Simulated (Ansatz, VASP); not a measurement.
## CdS in VASP and in Ansatz

```
Cd S
1.0
     4.26117    0.00000    0.00000
    -2.13058    3.69028    0.00000
     0.00000    0.00000    5.80417
Cd S
1 1
Cartesian
  0.0000 0.0000 2.5695
  2.1306 1.2301 2.5208
```

Alike in both runs: task single point; functional PBEsol; k mesh 9 × 9 × 6; occupations gaussian, width 0.05 eV; no spin polarisation.

```csv
,VASP,Ansatz
version,VASP 6.6.1,Ansatz 0.2.0
potentials or method,"VASP PAW PBE potentials, release 64 (Cd_sv_GW, S), cutoff 540 eV","scalar-relativistic, plane waves, PAW"
valence electrons in the cell,26,26
```

```csv
,VASP,Ansatz,Ansatz less VASP
gap on the k mesh at the Fermi level (eV),1.41,1.42,+0.005
least direct gap on the mesh (eV),1.42,1.42,+0.004
pressure (GPa),-2.0,-1.5,+0.52
"traceless stress, the component that is largest in VASP (GPa)",1.47,1.49,+0.020
rms of the force components (eV/Å),0.010,0.010,+0.0003
```

VASP's potentials were made for PBE, not for PBEsol. Atom by atom the forces differ by 0.000 eV/Å (rms over components). The functional is the same, so the differences come from potentials, cutoffs and numerics.
